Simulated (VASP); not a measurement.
Input of a VASP 6.6.1 run:

INCAR

```
PREC = Accurate
ENCUT = 520
EDIFF = 1E-6
ISMEAR = 0
SIGMA = 0.1
LREAL = F
LASPH = T
NELM = 100
ALGO = Normal
ISIF = 2
LWAVE = F
LCHARG = F
GGA = PE
NBANDS = 31
```

Contents of KPOINTS:

```
regular mesh
0
Gamma
  6 6 6
```

Contents of POSCAR:

```
Al3B2P5
1.0
   -1.7908880700      1.7908880700     12.6634909600
    1.7908880700     -1.7908880700     12.6634909600
    1.7908880700      1.7908880700    -12.6634909600
Al B P
3 2 5
Direct
    0.8000000000      0.8000000000      0.0000000000
    0.0000000000      0.0000000000      0.0000000000
    0.2000000000      0.2000000000      0.0000000000
    0.4000000000      0.4000000000      0.0000000000
    0.6000000000      0.6000000000      0.0000000000
    0.3500000000      0.8500000000      0.5000000000
    0.9500000000      0.4500000000      0.5000000000
    0.5500000000      0.0500000000      0.5000000000
    0.1500000000      0.6500000000      0.5000000000
    0.7500000000      0.2500000000      0.5000000000
```

Potentials or basis: VASP PAW PBE potentials, release 64 (Al, B, P).

Command:

```sh
$ cat potpaw_PBE.64/Al/POTCAR potpaw_PBE.64/B/POTCAR potpaw_PBE.64/P/POTCAR > POTCAR
$ mpirun -np 1 vasp_std > vasp.out
```

Q: Predict the pressure.

A: 10.5 GPa.

Q: Predict the band gap on the k mesh.

A: 1.16 eV (least direct gap 1.20 eV).

Forces on the atoms (eV/Å):
```
Al   0.000  0.000  0.265
Al   0.000  0.000  0.000
Al   0.000  0.000 -0.265
B    0.000  0.000 -0.016
B    0.000  0.000  0.016
P    0.000  0.000  4.233
P    0.000  0.000 -4.184
P    0.000  0.000  4.184
P    0.000  0.000 -4.233
P    0.000  0.000  0.000
```

Caveat: the cell stands under pressure; forces of over 1 eV/Å act on the atoms, so gaps and moduli don't describe the material at rest. A k mesh can miss the band edges.
